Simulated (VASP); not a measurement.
# Si (Pmma) in VASP: further runs

The runs below take Si through single point, with r2SCAN.

Program: VASP 6.6.1. These are calculated values, not measurements. Logs are shortened: lines on timing, memory, paths and dates and some standing lists are left out, and cuts for length are marked.

## (1) The cell of the first run

Symmetry: Pmma, No. 51, orthorhombic system. The conventional cell has a = 2.629 Å, b = 2.494 Å, c = 4.554 Å, α = 90.00°, β = 90.00°, γ = 90.00°. Within 2.9 Å of Si (site symmetry mm2) lie 6 Si at 2.19 to 2.63 Å.

## (2) Single point, r2SCAN (atoms displaced along a vibrational mode)

POSCAR reads:

```
Si
1.0
    0.0000000000      0.0000000000      2.4937990725
    2.6290009028      0.0000000000      0.0000000000
   -0.0000000001      4.5535631368      0.0000000000
Si
2
Direct
    0.0000000000      0.0000000000     -0.0576471638
    0.0000000000      0.5000000000      0.5576471638
```

INCAR.step1 reads:

```
SYSTEM = Si
PREC = Accurate
ENCUT = 520
ISMEAR = 0
SIGMA = 0.15
LREAL = .FALSE.
LASPH = .TRUE.
NELM = 80
NBANDS = 11
GGA = PE
ALGO = Normal
EDIFF = 1E-4
LWAVE = .TRUE.
LCHARG = .FALSE.
```

INCAR.step2 reads:

```
SYSTEM = Si
PREC = Accurate
ENCUT = 520
EDIFF = 1E-7
ISMEAR = 0
SIGMA = 0.15
LREAL = .FALSE.
LASPH = .TRUE.
NELM = 80
ALGO = Normal
ISIF = 2
LWAVE = .FALSE.
LCHARG = .TRUE.
METAGGA = R2SCAN
LMIXTAU = .TRUE.
LELF = .TRUE.
LVHAR = .TRUE.
NBANDS = 11
ISTART = 1
```

KPOINTS reads:

```
regular mesh
0
G
  24 22 14
  0 0 0
```

Potentials or basis: VASP PAW PBE potentials, release 64 (Si).

Launch:

```sh
$ cat potpaw_PBE.64/Si/POTCAR > POTCAR
$ cp INCAR.step1 INCAR
$ mpirun -np 1 vasp_std > vasp.out
$ cp INCAR.step2 INCAR
$ mpirun -np 1 vasp_std > vasp.out
```

OUTCAR:

```text
SYSTEM = Si
   PREC = Accurate
   ENCUT = 520
   EDIFF = 1E-7
   ISMEAR = 0
   LREAL = .FALSE.
   LASPH = .TRUE.
   NELM = 80
   ISIF = 2
   METAGGA = R2SCAN
   ISTART = 1

 ion  position               nearest neighbor table
   1  0.000  0.000  0.942-   2 2.19   2 2.19   2 3.09   2 3.09
   2  0.000  0.500  0.558-   1 2.19   1 2.19   1 3.09   1 3.09

  LATTYP: Found a simple orthorhombic cell.
 ALAT       =     2.4937990725
 B/A-ratio  =     1.0542152059
 C/A-ratio  =     1.8259542988

  Lattice vectors:

 A1 = (   0.0000000000,   0.0000000000,   2.4937990725)
 A2 = (   2.6290009028,   0.0000000000,   0.0000000000)
 A3 = (  -0.0000000001,   4.5535631368,   0.0000000000)

Analysis of symmetry for initial positions (statically):
=====================================================================
 Subroutine PRICEL returns:
 Original cell was already a primitive cell.

 Routine SETGRP: Setting up the symmetry group for a
 simple orthorhombic supercell.

 Subroutine GETGRP returns: Found  8 space group operations
 (whereof  4 operations were pure point group operations)
 out of a pool of  8 trial point group operations.

The static configuration has the point symmetry C_2v.
 The point group associated with its full space group is D_2h.

Analysis of symmetry for dynamics (positions and initial velocities):
=====================================================================
 Subroutine PRICEL returns:
 Original cell was already a primitive cell.

 Routine SETGRP: Setting up the symmetry group for a
 simple orthorhombic supercell.

 Subroutine GETGRP returns: Found  8 space group operations
 (whereof  4 operations were pure point group operations)
 out of a pool of  8 trial point group operations.

The dynamic configuration has the point symmetry C_2v.
 The point group associated with its full space group is D_2h.

 Subroutine INISYM returns: Found  8 space group operations
 (whereof  4 operations are pure point group operations),
 and found     1 'primitive' translations

----------------------------------------------------------------------------------------

                                     Primitive cell

  volume of cell :      29.8541

  direct lattice vectors                    reciprocal lattice vectors
     0.000000000  0.000000000  2.493799072     0.000000000  0.000000000  0.400994615
     2.629000903  0.000000000  0.000000000     0.380372635  0.000000000  0.000000000
    -0.000000000  4.553563137  0.000000000     0.000000000  0.219608243  0.000000000

  length of vectors
     2.493799072  2.629000903  4.553563137     0.400994615  0.380372635  0.219608243

  position of ions in fractional coordinates (direct lattice)
     0.000000000  0.000000000  0.942352836
     0.000000000  0.500000000  0.557647164

  ion indices of the primitive-cell ions
   primitive index   ion index
                 1           1
                 2           2

----------------------------------------------------------------------------------------

 KPOINTS: regular mesh

Automatic generation of k-mesh.
 Grid dimensions read from file:
 generate k-points for:   24   22   14

 Generating k-lattice:

  Cartesian coordinates                     Fractional coordinates (reciprocal lattice)
     0.000000000  0.000000000  0.016708109     0.041666667  0.000000000  0.000000000
     0.017289665  0.000000000  0.000000000     0.000000000  0.045454545  0.000000000
     0.000000000  0.015686303  0.000000000     0.000000000  0.000000000  0.071428571

  Length of vectors
     0.016708109  0.017289665  0.015686303

  Shift w.r.t. Gamma in fractional coordinates (k-lattice)
     0.000000000  0.000000000  0.000000000

 Subroutine IBZKPT returns following result:
 ===========================================

 Found   1248 irreducible k-points:

 Following reciprocal coordinates:
            Coordinates               Weight
  0.000000  0.000000  0.000000      1.000000
  0.041667  0.000000  0.000000      2.000000
  0.083333  0.000000  0.000000      2.000000
  0.125000  0.000000  0.000000      2.000000
  0.166667  0.000000  0.000000      2.000000
  0.208333  0.000000  0.000000      2.000000
[... 16 lines left out ...]
  0.375000  0.045455 -0.000000      4.000000
  0.416667  0.045455 -0.000000      4.000000
 [... further k-points ...]
   k-points           NKPTS =   1248   k-points in BZ     NKDIM =   1248   number of bands    NBANDS=     11
   number of dos      NEDOS =    301   number of ions     NIONS =      2
   total plane-waves  NPLWV =  14400
   dimension x,y,z NGX =    20 NGY =   20 NGZ =   36
   dimension x,y,z NGXF=    40 NGYF=   40 NGZF=   72
   ions per type =               2
   NGX,Y,Z   is equivalent  to a cutoff of  13.33, 12.65, 13.14 a.u.
   NGXF,Y,Z  is equivalent  to a cutoff of  26.67, 25.29, 26.29 a.u.
 SYSTEM =  Si
   PREC   = accura    normal or accurate (medium, high low for compatibility)
   ISTART =      1    job   : 0-new  1-cont  2-samecut
   ICHARG =      0    charge: 1-file 2-atom 10-const
   ISPIN  =      1    spin polarized calculation?
   LNONCOLLINEAR =      F non collinear calculations
   LSORBIT =      F    spin-orbit coupling
   LASPH  =      T    aspherical Exc in radial PAW
   ENCUT  =  520.0 eV  38.22 Ry    6.18 a.u.   4.64  4.89  8.47*2*pi/ulx,y,z
   NELM   =     80;   NELMIN=  2; NELMDL=  0     # of ELM steps
   EDIFF  = 0.1E-06   stopping-criterion for ELM
   LREAL  =      F    real-space projection
   EDIFFG = 0.1E-05   stopping-criterion for IOM
   NSW    =      0    number of steps for IOM
   IBRION =     -1    ionic relax: 0-MD 1-quasi-New 2-CG
   NFREE  =      0    steps in history (QN), initial steepest desc. (CG)
   ISIF   =      2    stress and relaxation
   ISYM   =      2    0-nonsym 1-usesym 2-fastsym
   POTIM  = 0.5000    time-step for ionic-motion
   TEBEG  =    0.0;   TEEND  =   0.0 temperature during run
   PSTRESS=    0.0 pullay stress
   NELECT =       8.0000    total number of electrons
   NUPDOWN=      -1.0000    fix difference up-down
   EMIN   =  10.00;   EMAX   =-10.00  energy-range for DOS
   EFERMI =   0.00;   METHOD = LEGACY
   ISMEAR =     0;   SIGMA  =   0.15  broadening in eV -4-tet -1-fermi 0-gaus
   EFERMI_NEDOS =   21; number of points for ismear=-14 and -15
   IALGO  =     38    algorithm
   IMIX   =      4    mixing-type and parameters
     AMIX     =   0.40;   BMIX     =  1.00
     AMIX_MAG =   1.60;   BMIX_MAG =  1.00
  volume/ion in A,a.u.               =      14.93       100.73
  Fermi-wavevector in a.u.,A,eV,Ry     =   1.055448  1.994508 15.156498  1.113971
  Thomas-Fermi vector in A             =   2.190647
   LORBIT       =      0    0 simple, 1 ext, 2 COOP (PROOUT), +10 PAW based schemes
   METAGGA = R2SCAN    functional components
   LHFCALC =     F    Hartree Fock is set to
   AEXX    =    0.0000 exact exchange contribution
   IVDW    =     0    specifies the selected vdW correction
   LEPSILON=     F    determine dielectric tensor
   LRPA    =     F    only Hartree local field effects (RPA)
 non-spin polarized calculation
 Gauss-broadening in eV      SIGMA  =   0.15
  energy-cutoff  :      520.00
  volume of cell :       29.85
 maximum number of plane-waves:       828
 NGX is ok and might be reduce to    20
   NGX =  9   NGY =  9   NGZ = 17

 number of electron       8.0000000 magnetization

 Free energy of the ion-electron system (eV)
  ---------------------------------------------------
  ext. energy  EPLUGINS =         0.00000000
  ---------------------------------------------------
  free energy    TOTEN  =       -15.79259863 eV

  energy without entropy =      -15.78443343  energy(sigma->0) =      -15.78851603

 E-fermi :   9.3635     XC(G=0): -11.4436

 val. band max:        9.3598746245   @ k =   0.0000   0.3636   0.2143
 cond. band min:       9.3635627838   @ k =   0.2083   0.1818   0.1429
 fundamental gap:      0.0036881593
 Fermi energy:         9.3635486229

 k-point     1 :       0.0000    0.0000    0.0000
  band No.  band energies     occupation
      1      -6.1955      2.00000
      2       1.6182      2.00000
      3       3.0318      2.00000
      4      13.5364      0.00000
      5      15.4272      0.00000
      6      16.4647      0.00000
      7      16.4986      0.00000
      8      20.6727      0.00000
      9      20.9657      0.00000
     10      22.9735      0.00000
     11      22.9977      0.00000

 k-point     2 :       0.0417    0.0000    0.0000
  band No.  band energies     occupation
      1      -6.1542      2.00000
      2       1.6597      2.00000
      3       3.0700      2.00000
      4      13.5707      0.00000
      5      14.8588      0.00000
      6      15.4143      0.00000
      7      18.1045      0.00000
      8      20.7061      0.00000
      9      20.8586      0.00000
     10      22.8149      0.00000
     11      23.0296      0.00000

 k-point     3 :       0.0833    0.0000    0.0000
  band No.  band energies     occupation
      1      -6.0304      2.00000
      2       1.7839      2.00000
      3       3.1841      2.00000
      4      13.2563      0.00000
      5      13.6730      0.00000
      6      15.3590      0.00000
      7      19.6989      0.00000
      8      20.4938      0.00000
      9      20.8064      0.00000
     10      22.5698      0.00000
     11      23.1248      0.00000
[... 267 lines left out ...]
 k-point    23 :       0.3750    0.0455   -0.0000
  band No.  band energies     occupation
      1      -2.9340      2.00000
      2       3.4687      2.00000
      3       4.9512      2.00000
      4       6.0388      2.00000
      5      10.3617      0.00000
      6      13.5902      0.00000
      7      15.5193      0.00000
      8      20.4871      0.00000
      9      22.3839      0.00000
     10      22.7192      0.00000
     11      24.0309      0.00000

 k-point    24 :       0.4167    0.0455   -0.0000
  band No.  band energies     occupation
      1      -2.2666      2.00000
      2       2.4457      2.00000
      3       5.7000      2.00000
      4       6.5397      2.00000
      5       9.3475      1.12051
      6      12.6566      0.00000
      7      15.9402      0.00000
      8      20.8629      0.00000
      9      21.6264      0.00000
     10      23.2505      0.00000
     11      24.5313      0.00000

 [... further k-points ...]

------------------------ aborting loop because EDIFF is reached ----------------------------------------

  FORCE on cell =-STRESS in cart. coord.  units (eV):
  Direction    XX          YY          ZZ          XY          YZ          ZX
  --------------------------------------------------------------------------------------
  -------------------------------------------------------------------------------------
  Total        3.9799148      6.7359050     -0.0115385     -0.0000000      0.0000000      0.0000000
  in kB      213.5899425    361.4955688     -0.6192385     -0.0000000      0.0000000      0.0000000
  external PRESSURE =     191.4887576 kB  Pullay stress =       0.0000000 kB

 VOLUME and BASIS-vectors are now :
 -----------------------------------------------------------------------------
  energy-cutoff  :      520.00
  volume of cell :       29.85
      direct lattice vectors                 reciprocal lattice vectors
     0.000000000  0.000000000  2.493799072     0.000000000  0.000000000  0.400994615
     2.629000903  0.000000000  0.000000000     0.380372635  0.000000000  0.000000000
    -0.000000000  4.553563137  0.000000000     0.000000000  0.219608243  0.000000000

 POSITION                                       TOTAL-FORCE (eV/Angst)
 -----------------------------------------------------------------------------------
     -0.00000      4.29106      0.00000        -0.000000      4.328452      0.000000
      1.31450      2.53928      0.00000         0.000000     -4.328452      0.000000
 -----------------------------------------------------------------------------------
    total drift:                                0.000000      0.000000      0.000000

  FREE ENERGIE OF THE ION-ELECTRON SYSTEM (eV)
  ---------------------------------------------------
  free  energy   TOTEN  =       -15.7925986327 eV

  energy  without entropy=      -15.7844334323  energy(sigma->0) =      -15.78851603
```

Run time: 28 min. Hardware: 1 thread of AMD EPYC 7R43 (Zen 3), shared host; peak memory 0.36 GiB.

What came out:

- Free energy: -15.7926 eV
- Pressure: 19.1 GPa
- Largest force: 4.328 eV/Å
- Band gap on the k mesh: zero (bands 4 and 5 overlap by 6.55 eV)

Forces on the atoms (eV/Å):
```
Si   0.000  4.328  0.000
Si   0.000 -4.328  0.000
```

Stress tensor (GPa, compression positive):
```
21.36  0.00  0.00
 0.00 36.15  0.00
 0.00  0.00 -0.06
```

Caveat: the cell differs from its parent crystal (atoms displaced along a vibrational mode); the stress differs along the axes, from -0 to 36 GPa; the PAW data sets were made with another functional, which shifts forces and pressure a little.

## (3) Single point, r2SCAN (atoms displaced along a vibrational mode)

POSCAR reads:

```
Si
1.0
    0.0000000000      0.0000000000      2.4937990725
    2.6290009028      0.0000000000      0.0000000000
   -0.0000000001      4.5535631368      0.0000000000
Si
2
Direct
    0.0000000000      0.0000000000     -0.0411765456
    0.0000000000      0.5000000000      0.5411765456
```

INCAR.step1 reads:

```
ALGO = Normal ; EDIFF = 1E-4
ENCUT = 520 ; GGA = PE
ISMEAR = 0 ; LASPH = T
LCHARG = F ; LREAL = F
LWAVE = T ; NBANDS = 11
NELM = 100 ; PREC = Accurate
SIGMA = 0.15
```

INCAR.step2 reads:

```
ALGO = Normal ; EDIFF = 1E-7
ENCUT = 520 ; ISIF = 2
ISMEAR = 0 ; ISTART = 1
LASPH = T ; LCHARG = F
LMIXTAU = T ; LREAL = F
LWAVE = F ; METAGGA = R2SCAN
NBANDS = 11 ; NELM = 100
PREC = Accurate ; SIGMA = 0.15
```

KPOINTS reads:

```
k-points
0
Gamma
  24 22 14
```

Potentials or basis: VASP PAW PBE potentials, release 64 (Si).

Launch:

```sh
$ cat potpaw_PBE.64/Si/POTCAR > POTCAR
$ cp INCAR.step1 INCAR
$ mpirun -np 1 vasp_std > vasp.out
$ cp INCAR.step2 INCAR
$ mpirun -np 1 vasp_std > vasp.out
```

Run time: 30 min. Hardware: 1 thread of AMD EPYC 7R43 (Zen 3), shared host; peak memory 0.36 GiB.

The run converged. Its results:

```yaml
Free_energy: -16.2787 eV
Pressure: 9.4 GPa
Largest_force: 2.322 eV/Å
Band_gap_on_the_k_mesh: zero (bands 4 and 5 overlap by 7.13 eV)
```

Forces on the atoms (eV/Å):
```
Si   0.000  2.322  0.000
Si   0.000 -2.322  0.000
```

Stress tensor (GPa, compression positive):
```
11.18  0.00  0.00
 0.00 18.64  0.00
 0.00  0.00 -1.69
```

Levels at points of the mesh, in eV from the Fermi level:
| k point | band 1 | band 2 | band 3 | band 4 | band 5 | band 6 | band 7 | band 8 |
| --- | --- | --- | --- | --- | --- | --- | --- | --- |
| (0.00, 0.00, 0.00) | -15.19 | -7.81 | -6.69 | 4.81 | 6.47 | 7.45 | 7.55 | 11.18 |
| (0.50, 0.00, 0.00) | -10.34 | -7.82 | -2.73 | -2.06 | -2.00 | 2.09 | 8.39 | 12.06 |
| (0.00, 0.50, 0.00) | -9.76 | -9.76 | -2.84 | -2.84 | -1.03 | -1.03 | 12.15 | 12.15 |
| (0.50, 0.50, 0.00) | -5.07 | -5.07 | -2.98 | -2.98 | 2.18 | 2.18 | 3.74 | 3.74 |
| (0.00, 0.00, 0.50) | -14.39 | -11.55 | 0.17 | 2.47 | 5.33 | 6.94 | 8.13 | 8.32 |
| (0.50, 0.00, 0.50) | -9.62 | -7.06 | -6.49 | -4.57 | 4.68 | 6.96 | 8.02 | 8.79 |
| (0.00, 0.50, 0.50) | -9.02 | -9.02 | -6.12 | -6.12 | 5.33 | 5.33 | 7.48 | 7.48 |
| (0.50, 0.50, 0.50) | -4.50 | -4.50 | -2.55 | -2.55 | -0.90 | -0.90 | 2.05 | 2.05 |

Caveat: the cell differs from its parent crystal (atoms displaced along a vibrational mode); the stress differs along the axes, from -2 to 19 GPa; the PAW data sets were made with another functional, which shifts forces and pressure a little.
